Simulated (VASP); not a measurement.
# Mo (Pm-3n) in VASP: notebook

Runs on Mo. Level: revPBE. Tasks: single point, relaxation of cell and atoms.

Program: VASP 6.6.1. These are calculated values, not measurements. Logs are shortened: lines on timing, memory, paths and dates and some standing lists are left out, and cuts for length are marked.

## 1. The cell of the first run

It takes space group Pm-3n (No. 223, cubic). Conventional cell: a = 5.059 Å, b = 5.059 Å, c = 5.059 Å, α = 90.00°, β = 90.00°, γ = 90.00°. Within 3.7 Å of Mo (site symmetry m-3) lie 12 Mo at 2.83 Å. Within 3.3 Å of Mo (site symmetry -4m2) lie 14 Mo at 2.53 to 3.10 Å.

## 2. Single point, revPBE

INCAR

```
SYSTEM = Mo
ALGO = Normal
EDIFF = 1E-7
ENCUT = 520
GGA = RE
ISIF = 2
ISMEAR = -1
LASPH = .True.
LCHARG = .False.
LREAL = .False.
LWAVE = .False.
NBANDS = 66
NELM = 60
PREC = Accurate
SIGMA = 0.1
```

KPOINTS

```
k-points
0
Gamma
  5 5 5
  0 0 0
```

POSCAR

```
Mo
1.0
    5.0588302707      0.0000000000      0.0000000000
    0.0000000000      5.0588302707      0.0000000000
    0.0000000000      0.0000000000      5.0588302707
Mo
8
Direct
    0.0000000000      0.0000000000      0.0000000000
    0.5000000000      0.5000000000      0.5000000000
    0.2500000000      1.0000000000      0.5000000000
    0.7500000000      1.0000000000      0.5000000000
    0.5000000000      0.2500000000      1.0000000000
    0.5000000000      0.7500000000      1.0000000000
    0.0000000000      0.5000000000      0.2500000000
    1.0000000000      0.5000000000      0.7500000000
```

Potentials or basis: VASP PAW PBE potentials, release 64 (Mo_sv).

Launch:

```bash
cat potpaw_PBE.64/Mo_sv/POTCAR > POTCAR
mpirun -np 1 vasp_std > vasp.out
```

OUTCAR:

```text
SYSTEM = Mo
   EDIFF = 1E-7
   ENCUT = 520
   GGA = RE
   ISIF = 2
   ISMEAR = -1
   LASPH = .True.
   LREAL = .False.
   NELM = 60
   PREC = Accurate

 ion  position               nearest neighbor table
   1  0.000  0.000  0.000-   3 2.83   4 2.83   5 2.83   6 2.83   7 2.83   8 2.83   3 2.83   4 2.83
                             7 2.83   8 2.83   5 2.83   6 2.83
   2  0.500  0.500  0.500-   3 2.83   4 2.83   5 2.83   6 2.83   7 2.83   8 2.83   5 2.83   6 2.83
                             3 2.83   4 2.83   7 2.83   8 2.83
   3  0.250  0.000  0.500-   4 2.53   4 2.53   1 2.83   1 2.83   2 2.83   2 2.83   8 3.10   5 3.10
                             5 3.10   6 3.10   6 3.10   7 3.10   8 3.10   7 3.10
   4  0.750  0.000  0.500-   3 2.53   3 2.53   1 2.83   1 2.83   2 2.83   2 2.83   8 3.10   5 3.10
                             5 3.10   6 3.10   6 3.10   7 3.10   8 3.10   7 3.10
   5  0.500  0.250  0.000-   6 2.53   6 2.53   1 2.83   2 2.83   2 2.83   1 2.83   8 3.10   4 3.10
                             3 3.10   4 3.10   3 3.10   7 3.10   7 3.10   8 3.10
   6  0.500  0.750  0.000-   5 2.53   5 2.53   1 2.83   2 2.83   2 2.83   1 2.83   8 3.10   4 3.10
                             3 3.10   4 3.10   3 3.10   7 3.10   7 3.10   8 3.10
   7  0.000  0.500  0.250-   8 2.53   8 2.53   1 2.83   2 2.83   1 2.83   2 2.83   3 3.10   4 3.10
                             5 3.10   3 3.10   4 3.10   6 3.10   5 3.10   6 3.10
   8  0.000  0.500  0.750-   7 2.53   7 2.53   1 2.83   2 2.83   1 2.83   2 2.83   3 3.10   4 3.10
                             5 3.10   3 3.10   4 3.10   6 3.10   5 3.10   6 3.10

  LATTYP: Found a simple cubic cell.
 ALAT       =     5.0588302707

  Lattice vectors:

 A1 = (   5.0588302707,   0.0000000000,   0.0000000000)
 A2 = (   0.0000000000,   5.0588302707,   0.0000000000)
 A3 = (   0.0000000000,   0.0000000000,   5.0588302707)

Analysis of symmetry for initial positions (statically):
=====================================================================
 Subroutine PRICEL returns:
 Original cell was already a primitive cell.

 Routine SETGRP: Setting up the symmetry group for a
 simple cubic supercell.

 Subroutine GETGRP returns: Found 48 space group operations
 (whereof 24 operations were pure point group operations)
 out of a pool of 48 trial point group operations.

The static configuration has the point symmetry T_h .
 The point group associated with its full space group is O_h .

Analysis of symmetry for dynamics (positions and initial velocities):
=====================================================================
 Subroutine PRICEL returns:
 Original cell was already a primitive cell.

 Routine SETGRP: Setting up the symmetry group for a
 simple cubic supercell.

[... 111 lines left out ...]
   TEBEG  =    0.0;   TEEND  =   0.0 temperature during run
   PSTRESS=    0.0 pullay stress
   NELECT =     112.0000    total number of electrons
   NUPDOWN=      -1.0000    fix difference up-down
   EMIN   =  10.00;   EMAX   =-10.00  energy-range for DOS
   EFERMI =   0.00;   METHOD = LEGACY
   ISMEAR =    -1;   SIGMA  =   0.10  broadening in eV -4-tet -1-fermi 0-gaus
   EFERMI_NEDOS =   21; number of points for ismear=-14 and -15
   IALGO  =     38    algorithm
   IMIX   =      4    mixing-type and parameters
     AMIX     =   0.40;   BMIX     =  1.00
     AMIX_MAG =   1.60;   BMIX_MAG =  1.00
  volume/ion in A,a.u.               =      16.18       109.21
  Fermi-wavevector in a.u.,A,eV,Ry     =   1.559902  2.947788 33.106991  2.433295
  Thomas-Fermi vector in A             =   2.663193
   LORBIT       =      0    0 simple, 1 ext, 2 COOP (PROOUT), +10 PAW based schemes
   GGA     = RE    functional components
   LHFCALC =     F    Hartree Fock is set to
   AEXX    =    0.0000 exact exchange contribution
   IVDW    =     0    specifies the selected vdW correction
   LEPSILON=     F    determine dielectric tensor
   LRPA    =     F    only Hartree local field effects (RPA)
 non-spin polarized calculation
  energy-cutoff  :      520.00
  volume of cell :      129.46
 maximum number of plane-waves:      3519
 NGX is ok and might be reduce to    40
   NGX = 19   NGY = 19   NGZ = 19

 number of electron     112.0000038 magnetization

 Free energy of the ion-electron system (eV)
  ---------------------------------------------------
  ext. energy  EPLUGINS =         0.00000000
  ---------------------------------------------------
  free energy    TOTEN  =       -83.26472292 eV

  energy without entropy =      -83.11749541  energy(sigma->0) =      -83.19110916

 E-fermi :  11.7920     XC(G=0): -13.1334

 val. band max:       11.7515945276   @ k =   0.4000   0.2000   0.2000
 cond. band min:      11.8061005235   @ k =   0.4000   0.2000   0.0000
 fundamental gap:      0.0545059959
 Fermi energy:        11.7920211061

 k-point     1 :       0.0000    0.0000    0.0000
  band No.  band energies     occupation
      1     -49.2315      2.00000
      2     -49.1191      2.00000
      3     -49.1191      2.00000
      4     -48.8880      2.00000
      5     -48.8880      2.00000
      6     -48.8880      2.00000
[... 679 lines left out ...]
     65      13.9229      0.00000
     66      14.0170      0.00000

------------------------ aborting loop because EDIFF is reached ----------------------------------------

  FORCE on cell =-STRESS in cart. coord.  units (eV):
  Direction    XX          YY          ZZ          XY          YZ          ZX
  --------------------------------------------------------------------------------------
  -------------------------------------------------------------------------------------
  Total        0.3648028      0.3648028      0.3648028      0.0000000      0.0000000     -0.0000000
  in kB        4.5145906      4.5145906      4.5145906      0.0000000      0.0000000     -0.0000000
  external PRESSURE =       4.5145906 kB  Pullay stress =       0.0000000 kB

 VOLUME and BASIS-vectors are now :
 -----------------------------------------------------------------------------
  energy-cutoff  :      520.00
  volume of cell :      129.46
      direct lattice vectors                 reciprocal lattice vectors
     5.058830271  0.000000000  0.000000000     0.197674155  0.000000000  0.000000000
     0.000000000  5.058830271  0.000000000     0.000000000  0.197674155  0.000000000
     0.000000000  0.000000000  5.058830271     0.000000000  0.000000000  0.197674155

 POSITION                                       TOTAL-FORCE (eV/Angst)
 -----------------------------------------------------------------------------------
      0.00000      0.00000      0.00000         0.000000      0.000000      0.000000
      2.52942      2.52942      2.52942         0.000000      0.000000      0.000000
      1.26471      0.00000      2.52942        -0.000000      0.000000      0.000000
      3.79412      0.00000      2.52942         0.000000     -0.000000     -0.000000
      2.52942      1.26471      0.00000        -0.000000      0.000000     -0.000000
      2.52942      3.79412      0.00000         0.000000      0.000000      0.000000
      0.00000      2.52942      1.26471        -0.000000     -0.000000      0.000000
      0.00000      2.52942      3.79412         0.000000      0.000000      0.000000
 -----------------------------------------------------------------------------------
    total drift:                                0.000000     -0.000000      0.000000

  FREE ENERGIE OF THE ION-ELECTRON SYSTEM (eV)
  ---------------------------------------------------
  free  energy   TOTEN  =       -83.2647229151 eV

  energy  without entropy=      -83.1174954076  energy(sigma->0) =      -83.19110916
```

Wall time 56 s (1 thread of Intel Xeon 6975P-C (Granite Rapids), shared host); peak memory 0.25 GiB.

Results:

```yaml
Free_energy: -83.2647 eV
Pressure: 0.5 GPa
Band_gap_on_the_k_mesh: zero (bands 56 and 57 overlap by 0.56 eV)
```

Levels at points of the mesh, in eV from the Fermi level:
```
           k point  band 54  band 55  band 56  band 57  band 58  band 59
(0.00, 0.00, 0.00)    -0.90    -0.47    -0.47    -0.47     1.22     1.22
```

Caveat: the PAW data sets were made with another functional, which shifts forces and pressure a little.

## 3. Single point, revPBE

INCAR

```
SYSTEM = Mo
  ALGO = Normal
  EDIFF = 1E-6
  ENCUT = 520
  GGA = RE
  ISIF = 2
  ISMEAR = -1
  LASPH = .True.
  LCHARG = .False.
  LREAL = .False.
  LWAVE = .False.
  NBANDS = 66
  NELM = 100
  PREC = Accurate
  SIGMA = 0.1
```

KPOINTS

```
k-points
0
Gamma
  7 7 7
  0 0 0
```

POSCAR is that of step 2.

Potentials or basis: VASP PAW PBE potentials, release 64 (Mo_sv).

Launch:

```bash
cat potpaw_PBE.64/Mo_sv/POTCAR > POTCAR
mpirun -np 1 vasp_std > vasp.out
```

OUTCAR:

```text
SYSTEM = Mo
   EDIFF = 1E-6
   ENCUT = 520
   GGA = RE
   ISIF = 2
   ISMEAR = -1
   LASPH = .True.
   LREAL = .False.
   NELM = 100
   PREC = Accurate

 ion  position               nearest neighbor table
   1  0.000  0.000  0.000-   3 2.83   4 2.83   5 2.83   6 2.83   7 2.83   8 2.83   3 2.83   4 2.83
                             7 2.83   8 2.83   5 2.83   6 2.83
   2  0.500  0.500  0.500-   3 2.83   4 2.83   5 2.83   6 2.83   7 2.83   8 2.83   5 2.83   6 2.83
                             3 2.83   4 2.83   7 2.83   8 2.83
   3  0.250  0.000  0.500-   4 2.53   4 2.53   1 2.83   1 2.83   2 2.83   2 2.83   8 3.10   5 3.10
                             5 3.10   6 3.10   6 3.10   7 3.10   8 3.10   7 3.10
[... 1597 lines left out ...]
  in kB        8.0815122      8.0815122      8.0815122      0.0000000     -0.0000000     -0.0000000
  external PRESSURE =       8.0815122 kB  Pullay stress =       0.0000000 kB

 VOLUME and BASIS-vectors are now :
 -----------------------------------------------------------------------------
  energy-cutoff  :      520.00
  volume of cell :      129.46
      direct lattice vectors                 reciprocal lattice vectors
     5.058830271  0.000000000  0.000000000     0.197674155  0.000000000  0.000000000
     0.000000000  5.058830271  0.000000000     0.000000000  0.197674155  0.000000000
     0.000000000  0.000000000  5.058830271     0.000000000  0.000000000  0.197674155

 POSITION                                       TOTAL-FORCE (eV/Angst)
 -----------------------------------------------------------------------------------
      0.00000      0.00000      0.00000         0.000000      0.000000     -0.000000
      2.52942      2.52942      2.52942         0.000000      0.000000     -0.000000
      1.26471      0.00000      2.52942        -0.000000     -0.000000     -0.000000
      3.79412      0.00000      2.52942         0.000000     -0.000000      0.000000
      2.52942      1.26471      0.00000         0.000000     -0.000000     -0.000000
      2.52942      3.79412      0.00000        -0.000000      0.000000      0.000000
      0.00000      2.52942      1.26471        -0.000000      0.000000      0.000000
      0.00000      2.52942      3.79412         0.000000     -0.000000     -0.000000
 -----------------------------------------------------------------------------------
    total drift:                                0.000000     -0.000000      0.000000

  FREE ENERGIE OF THE ION-ELECTRON SYSTEM (eV)
  ---------------------------------------------------
  free  energy   TOTEN  =       -83.2020080036 eV

  energy  without entropy=      -83.0343060832  energy(sigma->0) =      -83.11815704
```

It took 96 s on 1 thread of Intel Xeon 6975P-C (Granite Rapids), shared host; peak memory 0.29 GiB.

What came out:

| Item | Value |
| --- | --- |
| Free energy | -83.2020 eV |
| Pressure | 0.8 GPa |
| Band gap on the k mesh | zero (bands 56 and 57 overlap by 0.67 eV) |

Levels at points of the mesh, in eV from the Fermi level:
| k point | band 52 | band 53 | band 54 | band 55 | band 56 | band 57 | band 58 | band 59 | band 60 | band 61 |
| --- | --- | --- | --- | --- | --- | --- | --- | --- | --- | --- |
| (0.00, 0.00, 0.00) | -0.94 | -0.94 | -0.94 | -0.50 | -0.50 | -0.50 | 1.18 | 1.18 | 1.18 | 1.21 |

Caveat: the PAW data sets were made with another functional, which shifts forces and pressure a little.

## 4. Relaxation of cell and atoms, revPBE

This run uses another cell than the first one, of 15.59 Å³/atom.

INCAR

```
SYSTEM = Mo
ALGO = Normal
EDIFF = 1E-7
EDIFFG = -0.01
ENCUT = 600
GGA = RE
IBRION = 2
ISIF = 3
ISMEAR = -1
LASPH = .True.
LCHARG = .False.
LREAL = .False.
LWAVE = .False.
NELM = 100
NSW = 80
PREC = Accurate
SIGMA = 0.1
```

KPOINTS

```
k-points
0
Gamma
  5 5 5
  0 0 0
```

POSCAR

```
Mo
1.0
    4.9960273309      0.0000000000      0.0000000000
    0.0000000000      4.9960273309      0.0000000000
    0.0000000000      0.0000000000      4.9960273309
Mo
8
Direct
    0.0000000000      0.0000000000      0.0000000000
    0.5000000000      0.5000000000      0.5000000000
    0.2500000000      0.0000000000      0.5000000000
    0.7500000000      0.0000000000      0.5000000000
    0.5000000000      0.2500000000      0.0000000000
    0.5000000000      0.7500000000      0.0000000000
    0.0000000000      0.5000000000      0.2500000000
    0.0000000000      0.5000000000      0.7500000000
```

Launch:

```bash
cat potpaw_PBE.64/Mo_sv/POTCAR > POTCAR
mpirun -np 1 vasp_std > vasp.out
```

It took 3.1 min on 1 thread of Intel Xeon 6975P-C (Granite Rapids), shared host; peak memory 0.28 GiB.

The run converged. Its results:

* Free energy: -83.2607 eV
* Relaxed volume: 16.21 Å³/atom
* Relaxed cell: a = 5.061 Å, b = 5.061 Å, c = 5.061 Å, α = 90.00°, β = 90.00°, γ = 90.00°
* Space group after relaxing (to 0.1 Å): Pm-3n (No. 223)
* Energy gained by relaxing: 19.3 meV/atom
* Ionic steps: 4
* Pressure after relaxing: 0.0 GPa
* Band gap on the k mesh: zero (bands 56 and 57 overlap by 0.56 eV)

Step by step:
| step | energy change (eV) | largest force (eV/Å) | pressure (GPa) | volume (Å³) |
| --- | --- | --- | --- | --- |
| 1 | 0.0000 | 0.0000 | 10.37 | 124.70 |
| 2 | 0.8315 | 0.0000 | -20.33 | 143.81 |
| 3 | -0.1544 | 0.0000 | -0.38 | 129.85 |
| 4 | -0.1547 | 0.0000 | -0.02 | 129.66 |

Final structure:
```yaml
crystal:
  lattice:
    - [5.06134, 0.00000, 0.00000]
    - [0.00000, 5.06134, 0.00000]
    - [0.00000, 0.00000, 5.06134]
  atoms:
    - { symbol: Mo, position: [0.00000, 0.00000, 0.00000] }
    - { symbol: Mo, position: [0.50000, 0.50000, 0.50000] }
    - { symbol: Mo, position: [0.25000, 0.00000, 0.50000] }
    - { symbol: Mo, position: [0.75000, 0.00000, 0.50000] }
    - { symbol: Mo, position: [0.50000, 0.25000, 0.00000] }
    - { symbol: Mo, position: [0.50000, 0.75000, 0.00000] }
    - { symbol: Mo, position: [0.00000, 0.50000, 0.25000] }
    - { symbol: Mo, position: [0.00000, 0.50000, 0.75000] }
```

Levels at points of the mesh, in eV from the Fermi level:
```
           k point  band 53  band 54  band 55  band 56  band 57  band 58  band 59  band 60
(0.00, 0.00, 0.00)    -0.90    -0.90    -0.46    -0.46    -0.46     1.22     1.22     1.22
```

Caveat: the PAW data sets were made with another functional, which shifts forces and pressure a little.

## 5. Overview

```csv
task,cell,k mesh,cutoff (eV),gap on the mesh (eV),pressure (GPa)
single point,"a = 5.059 Å, 8 atoms",5 × 5 × 5,520,none,0.5
single point,"a = 5.059 Å, 8 atoms",7 × 7 × 7,520,none,0.8
relaxation of cell and atoms,"relaxed from a = 4.996 Å, 8 atoms",5 × 5 × 5,600,none,0.0
```

Alike in all rows: level revPBE; potentials or basis VASP PAW PBE potentials, release 64 (Mo_sv); no spin polarisation; smearing fermi-dirac 0.1 eV.

Caveats: the PAW data sets were made with another functional, which shifts forces and pressure a little.

Absolute energies hang on the potentials; compare differences alone.
